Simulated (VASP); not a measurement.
# W (Im-3m) in VASP: further runs

W is run at these levels: PBE; tasks: single point.

Everything below comes from runs of VASP 6.6.1. Logs are shortened: lines on timing, memory, paths and dates and some standing lists are left out, and cuts for length are marked.

**1. The cell of the first run**

Symmetry: Im-3m, No. 229, cubic system. The conventional cell has a = 3.184 Å, b = 3.184 Å, c = 3.184 Å, α = 90.00°, β = 90.00°, γ = 90.00°. Within 3.6 Å of W (site symmetry m-3m) lie 14 W at 2.76 to 3.18 Å.

**2. Single point, PBE**

Input file INCAR:

```
SYSTEM = W
PREC     = Accurate       ! precision mode
ENCUT    = 520            ! plane-wave cutoff, eV
EDIFF    = 1E-6           ! SCF threshold, eV
ISMEAR   = 0              ! smearing method
SIGMA    = 0.15           ! smearing width, eV
LREAL    = .False.        ! projectors in reciprocal space
LASPH    = .True.         ! aspherical terms in the spheres
NELM     = 60             ! most SCF steps
ALGO     = Fast           ! electronic algorithm
ISIF     = 2              ! what is computed and relaxed
LWAVE    = .False.        ! write WAVECAR
LCHARG   = .True.         ! write CHGCAR
GGA      = PE             ! functional
LELF     = .True.         ! ELF
LVHAR    = .True.       
NBANDS   = 13             ! bands
```

Input file KPOINTS:

```
regular mesh
0
Gamma
  14 14 14
  0 0 0
```

Input file POSCAR:

```
W
1.0
   -1.5917793224      1.5917793224      1.5917793224
    1.5917793224     -1.5917793224      1.5917793224
    1.5917793224      1.5917793224     -1.5917793224
W
1
Direct
    0.0000000000      0.0000000000      0.0000000000
```

Potentials or basis: VASP PAW PBE potentials, release 64 (W_sv).

Started as:

```
$ cat potpaw_PBE.64/W_sv/POTCAR > POTCAR
$ mpirun -np 1 vasp_std > vasp.out
```

OUTCAR:

```text
SYSTEM = W
   PREC = Accurate
   ENCUT = 520
   EDIFF = 1E-6
   ISMEAR = 0
   LREAL = .False.
   LASPH = .True.
   NELM = 60
   ISIF = 2
   GGA = PE

 ion  position               nearest neighbor table
   1  0.000  0.000  0.000-

  LATTYP: Found a body centered cubic cell.
 ALAT       =     3.1835586448

  Lattice vectors:

 A1 = (  -1.5917793224,   1.5917793224,   1.5917793224)
 A2 = (   1.5917793224,  -1.5917793224,   1.5917793224)
 A3 = (   1.5917793224,   1.5917793224,  -1.5917793224)

Analysis of symmetry for initial positions (statically):
=====================================================================
 Subroutine PRICEL returns:
 Original cell was already a primitive cell.

 Routine SETGRP: Setting up the symmetry group for a
 body centered cubic supercell.

 Subroutine GETGRP returns: Found 48 space group operations
 (whereof 48 operations were pure point group operations)
 out of a pool of 48 trial point group operations.

The static configuration has the point symmetry O_h .

Analysis of symmetry for dynamics (positions and initial velocities):
=====================================================================
 Subroutine PRICEL returns:
 Original cell was already a primitive cell.

 Routine SETGRP: Setting up the symmetry group for a
 body centered cubic supercell.

 Subroutine GETGRP returns: Found 48 space group operations
 (whereof 48 operations were pure point group operations)
 out of a pool of 48 trial point group operations.

The dynamic configuration has the point symmetry O_h .

 Subroutine INISYM returns: Found 48 space group operations
 (whereof 48 operations are pure point group operations),
 and found     1 'primitive' translations

----------------------------------------------------------------------------------------

                                     Primitive cell

  volume of cell :      16.1328

  direct lattice vectors                    reciprocal lattice vectors
    -1.591779322  1.591779322  1.591779322     0.000000000  0.314113893  0.314113893
     1.591779322 -1.591779322  1.591779322     0.314113893  0.000000000  0.314113893
[... 81 lines left out ...]
   ENCUT  =  520.0 eV  38.22 Ry    6.18 a.u.   5.13  5.13  5.13*2*pi/ulx,y,z
   NELM   =     60;   NELMIN=  2; NELMDL= -5     # of ELM steps
   EDIFF  = 0.1E-05   stopping-criterion for ELM
   LREAL  =      F    real-space projection
   EDIFFG = 0.1E-04   stopping-criterion for IOM
   NSW    =      0    number of steps for IOM
   IBRION =     -1    ionic relax: 0-MD 1-quasi-New 2-CG
   NFREE  =      0    steps in history (QN), initial steepest desc. (CG)
   ISIF   =      2    stress and relaxation
   ISYM   =      2    0-nonsym 1-usesym 2-fastsym
   POTIM  = 0.5000    time-step for ionic-motion
   TEBEG  =    0.0;   TEEND  =   0.0 temperature during run
   PSTRESS=    0.0 pullay stress
   NELECT =      14.0000    total number of electrons
   NUPDOWN=      -1.0000    fix difference up-down
   EMIN   =  10.00;   EMAX   =-10.00  energy-range for DOS
   EFERMI =   0.00;   METHOD = LEGACY
   ISMEAR =     0;   SIGMA  =   0.15  broadening in eV -4-tet -1-fermi 0-gaus
   EFERMI_NEDOS =   21; number of points for ismear=-14 and -15
   IALGO  =     68    algorithm
   IMIX   =      4    mixing-type and parameters
     AMIX     =   0.40;   BMIX     =  1.00
     AMIX_MAG =   1.60;   BMIX_MAG =  1.00
  volume/ion in A,a.u.               =      16.13       108.87
  Fermi-wavevector in a.u.,A,eV,Ry     =   1.561522  2.950848 33.175760  2.438350
  Thomas-Fermi vector in A             =   2.664575
   LORBIT       =      0    0 simple, 1 ext, 2 COOP (PROOUT), +10 PAW based schemes
   GGA     = PE    functional components
   LHFCALC =     F    Hartree Fock is set to
   AEXX    =    0.0000 exact exchange contribution
   IVDW    =     0    specifies the selected vdW correction
   LEPSILON=     F    determine dielectric tensor
   LRPA    =     F    only Hartree local field effects (RPA)
 non-spin polarized calculation
 RMM-DIIS sequential band-by-band and
 Gauss-broadening in eV      SIGMA  =   0.15
  energy-cutoff  :      520.00
  volume of cell :       16.13
 maximum number of plane-waves:       466
 NGX is ok and might be reduce to    24

 number of electron      14.0000002 magnetization

 Free energy of the ion-electron system (eV)
  ---------------------------------------------------
  ext. energy  EPLUGINS =         0.00000000
  ---------------------------------------------------
  free energy    TOTEN  =       -12.95101766 eV

  energy without entropy =      -12.94328681  energy(sigma->0) =      -12.94715224

 E-fermi :  11.2668     XC(G=0): -13.5432

 val. band max:       11.2020086909   @ k =   0.5000   0.5000   0.2143
 cond. band min:      11.2788418225   @ k =  -0.4286   0.5000   0.2857
 fundamental gap:      0.0768331315
 Fermi energy:        11.2668408823

 k-point     1 :       0.0000    0.0000    0.0000
  band No.  band energies     occupation
      1     -63.0280      2.00000
      2     -26.6140      2.00000
      3     -26.6140      2.00000
      4     -26.6140      2.00000
      5       1.6516      2.00000
      6       9.9851      2.00000
      7       9.9851      2.00000
      8       9.9851      2.00000
      9      13.4060      0.00000
     10      13.4060      0.00000
     11      25.6688      0.00000
     12      25.6688      0.00000
     13      25.6688      0.00000
[... 354 lines left out ...]
  band No.  band energies     occupation
      1     -62.8892      2.00000
      2     -27.5471      2.00000
      3     -27.3620      2.00000
      4     -26.7664      2.00000
      5       6.8251      2.00000
      6       8.2368      2.00000
      7       8.9200      2.00000
      8      13.6209      0.00000
      9      14.2010      0.00000
     10      19.3430      0.00000
     11      21.1865      0.00000
     12      23.2200      0.00000
     13      28.1105      0.00000

 [... further k-points ...]
[... 5 lines left out ...]
  --------------------------------------------------------------------------------------
  -------------------------------------------------------------------------------------
  Total        0.0808751      0.0808751      0.0808751      0.0000000      0.0000000      0.0000000
  in kB        8.0318771      8.0318771      8.0318771      0.0000000      0.0000000      0.0000000
  external PRESSURE =       8.0318771 kB  Pullay stress =       0.0000000 kB

 VOLUME and BASIS-vectors are now :
 -----------------------------------------------------------------------------
  energy-cutoff  :      520.00
  volume of cell :       16.13
      direct lattice vectors                 reciprocal lattice vectors
    -1.591779322  1.591779322  1.591779322     0.000000000  0.314113893  0.314113893
     1.591779322 -1.591779322  1.591779322     0.314113893  0.000000000  0.314113893
     1.591779322  1.591779322 -1.591779322     0.314113893  0.314113893  0.000000000

 POSITION                                       TOTAL-FORCE (eV/Angst)
 -----------------------------------------------------------------------------------
      0.00000      0.00000      0.00000        -0.000000     -0.000000     -0.000000
 -----------------------------------------------------------------------------------
    total drift:                               -0.000000      0.000000      0.000000

  FREE ENERGIE OF THE ION-ELECTRON SYSTEM (eV)
  ---------------------------------------------------
  free  energy   TOTEN  =       -12.9510176639 eV

  energy  without entropy=      -12.9432868099  energy(sigma->0) =      -12.94715224
```

OSZICAR:

```text
N       E                     dE             d eps       ncg     rms          rms(c)
DAV:   1     0.839048180751E+02    0.83905E+02   -0.74636E+03  2712   0.123E+03
DAV:   2    -0.119543595115E+02   -0.95859E+02   -0.92332E+02  3089   0.315E+02
DAV:   3    -0.135805453072E+02   -0.16262E+01   -0.16221E+01  2949   0.393E+01
DAV:   4    -0.135871244282E+02   -0.65791E-02   -0.65790E-02  3029   0.278E+00
DAV:   5    -0.135871787543E+02   -0.54326E-04   -0.54328E-04  2954   0.240E-01    0.203E+01
RMM:   6    -0.130860691452E+02    0.50111E+00   -0.40607E-01  2925   0.597E+00    0.837E+00
RMM:   7    -0.129540002613E+02    0.13207E+00   -0.30171E-01  2936   0.514E+00    0.931E-01
RMM:   8    -0.129512082812E+02    0.27920E-02   -0.11712E-02  3331   0.120E+00    0.253E-01
RMM:   9    -0.129510265136E+02    0.18177E-03   -0.18326E-03  3200   0.513E-01    0.231E-02
RMM:  10    -0.129510282692E+02   -0.17556E-05   -0.26901E-04  3326   0.196E-01    0.118E-02
RMM:  11    -0.129510167785E+02    0.11491E-04   -0.38787E-05  3357   0.752E-02    0.546E-03
RMM:  12    -0.129510176639E+02   -0.88539E-06   -0.73251E-06  3020   0.353E-02
   1 F= -.12951018E+02 E0= -.12947152E+02  d E =-.773085E-02
```

stdout:

```text
POSCAR found type information on POSCAR W
 POSCAR found :  1 types and       1 ions
 scaLAPACK will be used
 LDA part: xc-table for (Slater+PW92), standard interpolation
 POSCAR, INCAR and KPOINTS ok, starting setup
 FFT: planning ... GRIDC
 FFT: planning ... GRID_SOFT
 FFT: planning ... GRID
 WAVECAR not read
 entering main loop
```

It took 22 s on 1 thread of AMD EPYC 7R13 (Zen 3), shared host; peak memory 0.12 GiB.

What came out:

| Quantity | Value |
| --- | --- |
| Free energy | -12.9510 eV |
| Pressure | 0.8 GPa |
| Band gap on the k mesh | zero (band 7 reaches 16.22 eV, above the bottom of band 8 at 9.99 eV) |

Levels at points of the mesh, in eV from the Fermi level:
| k point | band 4 | band 5 | band 6 | band 7 | band 8 | band 9 | band 10 | band 11 |
| --- | --- | --- | --- | --- | --- | --- | --- | --- |
| (0.00, 0.00, 0.00) | -37.88 | -9.62 | -1.28 | -1.28 | -1.28 | 2.14 | 2.14 | 14.40 |
| (0.50, 0.00, 0.00) | -37.89 | -6.24 | -3.56 | 0.54 | 2.02 | 2.98 | 5.91 | 10.72 |
| (0.50, 0.50, 0.50) | -38.73 | -5.77 | -5.77 | 4.96 | 4.96 | 4.96 | 8.03 | 8.03 |

Caveat: spin-orbit coupling is left out, which moves the levels of the heavy elements.

**3. Single point, PBE**

This run uses another cell than the first one: it holds 2 atoms, not 1.

Input file INCAR:

```
ALGO = Normal ; EDIFF = 1E-6
ENCUT = 520 ; GGA = PE
ISIF = 2 ; ISMEAR = 0
LASPH = True ; LCHARG = True
LELF = True ; LREAL = False
LVHAR = True ; LWAVE = False
NBANDS = 21 ; NELM = 80
PREC = Accurate ; SIGMA = 0.15
```

Input file KPOINTS:

```
k-points
0
Gamma
  10 10 10
```

Input file POSCAR:

```
W
1.0
    0.0000000000     -3.1835586448      0.0000000000
   -3.1835586448      0.0000000000      0.0000000000
    0.0000000000      0.0000000000     -3.1835586448
W
2
Direct
    0.5000000000      0.5000000000      0.5000000000
    0.0000000000      0.0000000000      0.0000000000
```

Potentials or basis: VASP PAW PBE potentials, release 64 (W_sv).

Started as:

```
$ cat potpaw_PBE.64/W_sv/POTCAR > POTCAR
$ mpirun -np 1 vasp_std > vasp.out
```

Wall time 18 s (1 thread of AMD EPYC 7R13 (Zen 3), shared host); peak memory 0.13 GiB.

Results (log left out):

| Item | Value |
| --- | --- |
| Free energy | -25.9186 eV |
| Pressure | 0.6 GPa |
| Band gap on the k mesh | zero (band 14 reaches 11.81 eV, above the bottom of band 15 at 10.67 eV) |

Levels at points of the mesh, in eV from the Fermi level:
| k point | band 10 | band 11 | band 12 | band 13 | band 14 | band 15 | band 16 | band 17 | band 18 | band 19 |
| --- | --- | --- | --- | --- | --- | --- | --- | --- | --- | --- |
| (0.00, 0.00, 0.00) | -5.69 | -5.69 | -1.20 | -1.20 | -1.20 | 2.22 | 2.22 | 5.04 | 5.04 | 5.04 |
| (0.50, 0.00, 0.00) | -5.17 | -2.73 | -2.73 | -0.52 | -0.52 | -0.52 | -0.52 | 1.34 | 1.34 | 3.41 |
| (0.50, 0.50, 0.00) | -6.16 | -3.48 | -3.48 | 0.62 | 0.62 | 2.10 | 2.10 | 3.06 | 3.06 | 5.99 |
| (0.50, 0.50, 0.50) | -2.92 | -2.92 | -2.92 | -2.92 | -2.92 | 3.22 | 3.22 | 3.22 | 3.22 | 6.45 |

Caveat: spin-orbit coupling is left out, which moves the levels of the heavy elements.

**4. Single point, PBE (strained)**

Input file INCAR:

```
  PREC = Accurate
  ENCUT = 520
  EDIFF = 1E-7
  ISMEAR = 0
  SIGMA = 0.1
  LREAL = False
  LASPH = True
  NELM = 100
  ALGO = Normal
  ISIF = 2
  LWAVE = False
  LCHARG = True
  GGA = PE
  LELF = True
  LVHAR = True
  NBANDS = 13
```

Input file KPOINTS:

```
Automatic mesh
0
Gamma
  18 18 18
```

Input file POSCAR:

```
W
1.0
   -1.5563771740      1.5563771740      1.5563771740
    1.5563771740     -1.5563771740      1.5563771740
    1.5563771740      1.5563771740     -1.5563771740
W
1
Direct
    0.0000000000      0.0000000000      0.0000000000
```

Started as:

```
$ cat potpaw_PBE.64/W_sv/POTCAR > POTCAR
$ mpirun -np 1 vasp_std > vasp.out
```

Wall time 12 s (1 thread of Intel Xeon 6975P-C (Granite Rapids), shared host); peak memory 0.15 GiB.

The run converged. Its results:

| Item | Value |
| --- | --- |
| Free energy | -12.8726 eV |
| Pressure | 24.6 GPa |
| Band gap on the k mesh | zero (band 7 reaches 17.72 eV, above the bottom of band 8 at 10.86 eV) |

Levels at points of the mesh, in eV from the Fermi level:
```
           k point  band 5  band 6  band 7  band 8  band 9  band 10
(0.00, 0.00, 0.00)   -9.90   -1.31   -1.31   -1.31    2.39     2.39
(0.50, 0.00, 0.00)   -6.60   -3.81    0.88    2.32    3.36     6.62
(0.50, 0.50, 0.50)   -6.24   -6.24    5.55    5.55    5.55     8.67
```

Caveat: the cell differs from its parent crystal (strained); spin-orbit coupling is left out, which moves the levels of the heavy elements.

**5. Summary**

```tsv
cell	k mesh	smearing	gap on the mesh (eV)	pressure (GPa)
a = 2.757 Å, angles 109.5°, 1 atom	14 × 14 × 14	gaussian 0.15 eV	none	0.8
a = 3.184 Å, 2 atoms	10 × 10 × 10	gaussian 0.15 eV	none	0.6
a = 2.696 Å, angles 109.5°, 1 atom	18 × 18 × 18	gaussian 0.1 eV	none	24.6
```

Alike in all rows: task single point; level PBE; potentials or basis VASP PAW PBE potentials, release 64 (W_sv); no spin polarisation; cutoff (eV) 520.

Caveats: spin-orbit coupling is left out, which moves the levels of the heavy elements.

Total energies depend on the potentials used, so only differences within one code and one set of settings carry meaning.
